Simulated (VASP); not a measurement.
# Ti (Fd-3m) in VASP: notebook

Runs on Ti. Level: revPBE. Tasks: single point.

Program: VASP 6.6.1. These are calculated values, not measurements. Logs are shortened: lines on timing, memory, paths and dates and some standing lists are left out, and cuts for length are marked.

### Step 1. The cell of the first run

The structure is cubic, space group Fd-3m (No. 227). The conventional cell has a = 5.631 Å, b = 5.631 Å, c = 5.631 Å, α = 90.00°, β = 90.00°, γ = 90.00°. Within 3.2 Å of Ti (site symmetry -43m) lie 4 Ti at 2.44 Å.

### Step 2. Single point, revPBE (volume scaled by 0.92)

INCAR

```
SYSTEM = Ti
PREC     = Accurate       ! precision mode
ENCUT    = 520            ! plane-wave cutoff, eV
EDIFF    = 1E-6           ! SCF threshold, eV
ISMEAR   = -1             ! smearing method
SIGMA    = 0.1            ! smearing width, eV
LREAL    = .False.        ! projectors in reciprocal space
LASPH    = .True.         ! aspherical terms in the spheres
NELM     = 80             ! most SCF steps
ALGO     = Normal         ! electronic algorithm
ISIF     = 2              ! what is computed and relaxed
LWAVE    = .False.        ! write WAVECAR
LCHARG   = .True.         ! write CHGCAR
GGA      = RE             ! functional
LELF     = .True.         ! ELF
LVHAR    = .True.       
NBANDS   = 19             ! bands
```

KPOINTS

```
regular mesh
0
Gamma
  11 11 11
  0 0 0
```

POSCAR

```
Ti
1.0
    0.0000000000      2.8154384744      2.8154384744
    2.8154384744      0.0000000000      2.8154384744
    2.8154384744      2.8154384744      0.0000000000
Ti
2
Direct
    0.1250000000      0.1250000000      0.1250000000
    0.8750000000      0.8750000000      0.8750000000
```

Potentials or basis: VASP PAW PBE potentials, release 64 (Ti_sv).

The run is started by

```sh
$ cat potpaw_PBE.64/Ti_sv/POTCAR > POTCAR
$ mpirun -np 1 vasp_std > vasp.out
```

OUTCAR:

```text
SYSTEM = Ti
   PREC = Accurate
   ENCUT = 520
   EDIFF = 1E-6
   ISMEAR = -1
   LREAL = .False.
   LASPH = .True.
   NELM = 80
   ISIF = 2
   GGA = RE

 ion  position               nearest neighbor table
   1  0.125  0.125  0.125-   2 2.44   2 2.44   2 2.44   2 2.44
   2  0.875  0.875  0.875-   1 2.44   1 2.44   1 2.44   1 2.44

  LATTYP: Found a face centered cubic cell.
 ALAT       =     5.6308769488

  Lattice vectors:

 A1 = (   0.0000000000,   2.8154384744,   2.8154384744)
 A2 = (   2.8154384744,   0.0000000000,   2.8154384744)
 A3 = (   2.8154384744,   2.8154384744,   0.0000000000)

Analysis of symmetry for initial positions (statically):
=====================================================================
 Subroutine PRICEL returns:
 Original cell was already a primitive cell.

 Routine SETGRP: Setting up the symmetry group for a
 face centered cubic supercell.

 Subroutine GETGRP returns: Found 48 space group operations
 (whereof 12 operations were pure point group operations)
 out of a pool of 48 trial point group operations.

The static configuration has the point symmetry D_3d.
 The point group associated with its full space group is O_h .

Analysis of symmetry for dynamics (positions and initial velocities):
=====================================================================
 Subroutine PRICEL returns:
 Original cell was already a primitive cell.

 Routine SETGRP: Setting up the symmetry group for a
 face centered cubic supercell.

 Subroutine GETGRP returns: Found 48 space group operations
 (whereof 12 operations were pure point group operations)
 out of a pool of 48 trial point group operations.

The dynamic configuration has the point symmetry D_3d.
 The point group associated with its full space group is O_h .

 Subroutine INISYM returns: Found 48 space group operations
 (whereof 12 operations are pure point group operations),
 and found     1 'primitive' translations

----------------------------------------------------------------------------------------

                                     Primitive cell

  volume of cell :      44.6342

  direct lattice vectors                    reciprocal lattice vectors
     0.000000000  2.815438474  2.815438474    -0.177592231  0.177592231  0.177592231
     2.815438474  0.000000000  2.815438474     0.177592231 -0.177592231  0.177592231
     2.815438474  2.815438474  0.000000000     0.177592231  0.177592231 -0.177592231

  length of vectors
     3.981631275  3.981631275  3.981631275     0.307598767  0.307598767  0.307598767

  position of ions in fractional coordinates (direct lattice)
     0.125000000  0.125000000  0.125000000
     0.875000000  0.875000000  0.875000000

  ion indices of the primitive-cell ions
   primitive index   ion index
                 1           1
                 2           2

----------------------------------------------------------------------------------------

 KPOINTS: regular mesh

Automatic generation of k-mesh.
 Grid dimensions read from file:
 generate k-points for:   11   11   11

 Generating k-lattice:

  Cartesian coordinates                     Fractional coordinates (reciprocal lattice)
    -0.016144748  0.016144748  0.016144748     0.090909091  0.000000000  0.000000000
     0.016144748 -0.016144748  0.016144748     0.000000000  0.090909091  0.000000000
     0.016144748  0.016144748 -0.016144748     0.000000000  0.000000000  0.090909091

  Length of vectors
     0.027963524  0.027963524  0.027963524

  Shift w.r.t. Gamma in fractional coordinates (k-lattice)
     0.000000000  0.000000000  0.000000000

 Subroutine IBZKPT returns following result:
 ===========================================

 Found     56 irreducible k-points:

 Following reciprocal coordinates:
            Coordinates               Weight
  0.000000  0.000000  0.000000      1.000000
  0.090909  0.000000  0.000000      8.000000
  0.181818  0.000000  0.000000      8.000000
  0.272727  0.000000  0.000000      8.000000
  0.363636  0.000000  0.000000      8.000000
  0.454545  0.000000  0.000000      8.000000
[... 16 lines left out ...]
 -0.272727  0.181818  0.000000     24.000000
 -0.181818  0.181818  0.000000     12.000000
 [... further k-points ...]
   k-points           NKPTS =     56   k-points in BZ     NKDIM =     56   number of bands    NBANDS=     19
   number of dos      NEDOS =    301   number of ions     NIONS =      2
   total plane-waves  NPLWV =  27000
   dimension x,y,z NGX =    30 NGY =   30 NGZ =   30
   dimension x,y,z NGXF=    60 NGYF=   60 NGZF=   60
   ions per type =               2
   NGX,Y,Z   is equivalent  to a cutoff of  12.53, 12.53, 12.53 a.u.
   NGXF,Y,Z  is equivalent  to a cutoff of  25.05, 25.05, 25.05 a.u.
 SYSTEM =  Ti
   PREC   = accura    normal or accurate (medium, high low for compatibility)
   ISTART =      0    job   : 0-new  1-cont  2-samecut
   ICHARG =      2    charge: 1-file 2-atom 10-const
   ISPIN  =      1    spin polarized calculation?
   LNONCOLLINEAR =      F non collinear calculations
   LSORBIT =      F    spin-orbit coupling
   LASPH  =      T    aspherical Exc in radial PAW
   ENCUT  =  520.0 eV  38.22 Ry    6.18 a.u.   7.40  7.40  7.40*2*pi/ulx,y,z
   NELM   =     80;   NELMIN=  2; NELMDL= -5     # of ELM steps
   EDIFF  = 0.1E-05   stopping-criterion for ELM
   LREAL  =      F    real-space projection
   EDIFFG = 0.1E-04   stopping-criterion for IOM
   NSW    =      0    number of steps for IOM
   IBRION =     -1    ionic relax: 0-MD 1-quasi-New 2-CG
   NFREE  =      0    steps in history (QN), initial steepest desc. (CG)
   ISIF   =      2    stress and relaxation
   ISYM   =      2    0-nonsym 1-usesym 2-fastsym
   POTIM  = 0.5000    time-step for ionic-motion
   TEBEG  =    0.0;   TEEND  =   0.0 temperature during run
   PSTRESS=    0.0 pullay stress
   NELECT =      24.0000    total number of electrons
   NUPDOWN=      -1.0000    fix difference up-down
   EMIN   =  10.00;   EMAX   =-10.00  energy-range for DOS
   EFERMI =   0.00;   METHOD = LEGACY
   ISMEAR =    -1;   SIGMA  =   0.10  broadening in eV -4-tet -1-fermi 0-gaus
   EFERMI_NEDOS =   21; number of points for ismear=-14 and -15
   IALGO  =     38    algorithm
   IMIX   =      4    mixing-type and parameters
     AMIX     =   0.40;   BMIX     =  1.00
     AMIX_MAG =   1.60;   BMIX_MAG =  1.00
  volume/ion in A,a.u.               =      22.32       150.60
  Fermi-wavevector in a.u.,A,eV,Ry     =   1.331239  2.515676 24.112190  1.772196
  Thomas-Fermi vector in A             =   2.460265
   LORBIT       =      0    0 simple, 1 ext, 2 COOP (PROOUT), +10 PAW based schemes
   GGA     = RE    functional components
   LHFCALC =     F    Hartree Fock is set to
   AEXX    =    0.0000 exact exchange contribution
   IVDW    =     0    specifies the selected vdW correction
   LEPSILON=     F    determine dielectric tensor
   LRPA    =     F    only Hartree local field effects (RPA)
 non-spin polarized calculation
  energy-cutoff  :      520.00
  volume of cell :       44.63
 maximum number of plane-waves:      1243
 NGX is ok and might be reduce to    30
   NGX = 15   NGY = 15   NGZ = 15

 number of electron      23.9999997 magnetization

 Free energy of the ion-electron system (eV)
  ---------------------------------------------------
  ext. energy  EPLUGINS =         0.00000000
  ---------------------------------------------------
  free energy    TOTEN  =       -10.41390103 eV

  energy without entropy =      -10.20860885  energy(sigma->0) =      -10.31125494

 E-fermi :   5.6581     XC(G=0):  -9.9879

 val. band max:        5.6574120020   @ k =   0.3636   0.2727   0.0000
 cond. band min:       5.6591210046   @ k =  -0.0909   0.0909   0.0000
 fundamental gap:      0.0017090026
 Fermi energy:         5.6581297412

 k-point     1 :       0.0000    0.0000    0.0000
  band No.  band energies     occupation
      1     -51.1562      2.00000
      2     -50.6189      2.00000
      3     -27.5663      2.00000
      4     -27.5663      2.00000
      5     -27.5663      2.00000
      6     -26.7950      2.00000
[... 11 lines left out ...]
     18       9.6301      0.00000
     19       9.6301      0.00000

 k-point     2 :       0.0909    0.0000    0.0000
  band No.  band energies     occupation
      1     -51.1482      2.00000
      2     -50.6271      2.00000
      3     -27.5747      2.00000
      4     -27.5747      2.00000
      5     -27.5668      2.00000
      6     -26.7958      2.00000
[... 11 lines left out ...]
     18       9.6219      0.00000
     19       9.6219      0.00000

 k-point     3 :       0.1818    0.0000    0.0000
  band No.  band energies     occupation
      1     -51.1255      2.00000
      2     -50.6508      2.00000
      3     -27.5965      2.00000
      4     -27.5965      2.00000
      5     -27.5685      2.00000
      6     -26.7976      2.00000
[... 11 lines left out ...]
     18       9.5894      0.00000
     19       9.5894      0.00000

 k-point     4 :       0.2727    0.0000    0.0000
  band No.  band energies     occupation
      1     -51.0918      2.00000
      2     -50.6857      2.00000
      3     -27.6234      2.00000
      4     -27.6234      2.00000
      5     -27.5717      2.00000
      6     -26.7989      2.00000
[... 11 lines left out ...]
     18       9.5124      0.00000
     19       9.5124      0.00000

 k-point     5 :       0.3636    0.0000    0.0000
  band No.  band energies     occupation
      1     -51.0547      2.00000
      2     -50.7240      2.00000
      3     -27.6466      2.00000
      4     -27.6466      2.00000
      5     -27.5755      2.00000
      6     -26.7991      2.00000
[... 11 lines left out ...]
     18       9.3758      0.00000
     19       9.3758      0.00000
[... 334 lines left out ...]
      2     -50.7836      2.00000
      3     -27.7425      2.00000
      4     -27.6890      2.00000
      5     -27.4432      2.00000
      6     -26.9255      2.00000
[... 11 lines left out ...]
     18       9.2338      0.00000
     19       9.3315      0.00000

 k-point    22 :      -0.3636    0.1818    0.0000
  band No.  band energies     occupation
      1     -51.0085      2.00000
      2     -50.7713      2.00000
      3     -27.7422      2.00000
      4     -27.6734      2.00000
      5     -27.4567      2.00000
      6     -26.9112      2.00000
[... 11 lines left out ...]
     18       8.8115      0.00000
     19       9.6127      0.00000

 k-point    23 :      -0.2727    0.1818    0.0000
  band No.  band energies     occupation
      1     -51.0422      2.00000
      2     -50.7368      2.00000
      3     -27.7222      2.00000
      4     -27.6487      2.00000
      5     -27.4828      2.00000
      6     -26.8846      2.00000
[... 11 lines left out ...]
     18       8.7576      0.00000
     19       9.7534      0.00000

 k-point    24 :      -0.1818    0.1818    0.0000
  band No.  band energies     occupation
      1     -51.0790      2.00000
      2     -50.6989      2.00000
      3     -27.6854      2.00000
      4     -27.6219      2.00000
      5     -27.5153      2.00000
      6     -26.8517      2.00000
[... 11 lines left out ...]
     18       9.0656      0.00000
     19       9.7773      0.00000

 [... further k-points ...]
[... 5 lines left out ...]
  --------------------------------------------------------------------------------------
  -------------------------------------------------------------------------------------
  Total        0.7873939      0.7873939      0.7873939     -0.0000000     -0.0000000      0.0000000
  in kB       28.2640568     28.2640568     28.2640568     -0.0000000     -0.0000000      0.0000000
  external PRESSURE =      28.2640568 kB  Pullay stress =       0.0000000 kB

 VOLUME and BASIS-vectors are now :
 -----------------------------------------------------------------------------
  energy-cutoff  :      520.00
  volume of cell :       44.63
      direct lattice vectors                 reciprocal lattice vectors
     0.000000000  2.815438474  2.815438474    -0.177592231  0.177592231  0.177592231
     2.815438474  0.000000000  2.815438474     0.177592231 -0.177592231  0.177592231
     2.815438474  2.815438474  0.000000000     0.177592231  0.177592231 -0.177592231

 POSITION                                       TOTAL-FORCE (eV/Angst)
 -----------------------------------------------------------------------------------
      0.70386      0.70386      0.70386         0.000000     -0.000000      0.000000
      4.92702      4.92702      4.92702        -0.000000      0.000000     -0.000000
 -----------------------------------------------------------------------------------
    total drift:                               -0.000000      0.000000      0.000000

  FREE ENERGIE OF THE ION-ELECTRON SYSTEM (eV)
  ---------------------------------------------------
  free  energy   TOTEN  =       -10.4139010303 eV

  energy  without entropy=      -10.2086088549  energy(sigma->0) =      -10.31125494
```

Wall time 90 s (1 thread of Intel Xeon Platinum 8259CL at 2.50GHz (Skylake/Cascade Lake), shared host); peak memory 0.18 GiB.

What came out:

| Quantity | Value |
| --- | --- |
| Free energy | -10.4139 eV |
| Pressure | 2.8 GPa |
| Band gap on the k mesh | zero (band 12 reaches 5.73 eV, above the bottom of band 13 at 5.52 eV) |

Levels at points of the mesh, in eV from the Fermi level:
```csv
k point,band 10,band 11,band 12,band 13,band 14,band 15
"(0.00, 0.00, 0.00)",-0.64,-0.64,-0.14,-0.14,-0.14,1.73
```

Caveat: the cell differs from its parent crystal (volume scaled by 0.92); the PAW data sets were made with another functional, which shifts forces and pressure a little.

### Step 3. Single point, revPBE

This run uses another cell than the first one, of 24.26 Å³/atom, 1.087 times its volume.

INCAR

```
PREC = Accurate
ENCUT = 520
EDIFF = 1E-6
ISMEAR = -1
SIGMA = 0.1
LREAL = F
LASPH = T
NELM = 60
ALGO = Normal
ISIF = 2
LWAVE = F
LCHARG = F
GGA = RE
NBANDS = 19
```

KPOINTS

```
Automatic mesh
0
Gamma
  11 11 11
```

POSCAR

```
Ti
1.0
    0.0000000000      2.8947880116      2.8947880116
    2.8947880116      0.0000000000      2.8947880116
    2.8947880116      2.8947880116      0.0000000000
Ti
2
Direct
    0.1250000000      0.1250000000      0.1250000000
    0.8750000000      0.8750000000      0.8750000000
```

Potentials or basis: VASP PAW PBE potentials, release 64 (Ti_sv).

The run is started by

```sh
$ cat potpaw_PBE.64/Ti_sv/POTCAR > POTCAR
$ mpirun -np 1 vasp_std > vasp.out
```

Run time: 71 s. Hardware: 1 thread of Intel Xeon Platinum 8259CL at 2.50GHz (Skylake/Cascade Lake), shared host; peak memory 0.19 GiB.

The run converged. Its results:

```
Free energy            : -10.4476 eV
Pressure               : 0.1 GPa
Band gap on the k mesh : zero (band 12 reaches 5.02 eV, above the bottom of band 13 at 4.83 eV)
```

Levels at points of the mesh, in eV from the Fermi level:
```
           k point  band 10  band 11  band 12  band 13  band 14  band 15
(0.00, 0.00, 0.00)    -0.51    -0.51    -0.13    -0.13    -0.13     1.61
```

Caveat: the PAW data sets were made with another functional, which shifts forces and pressure a little.
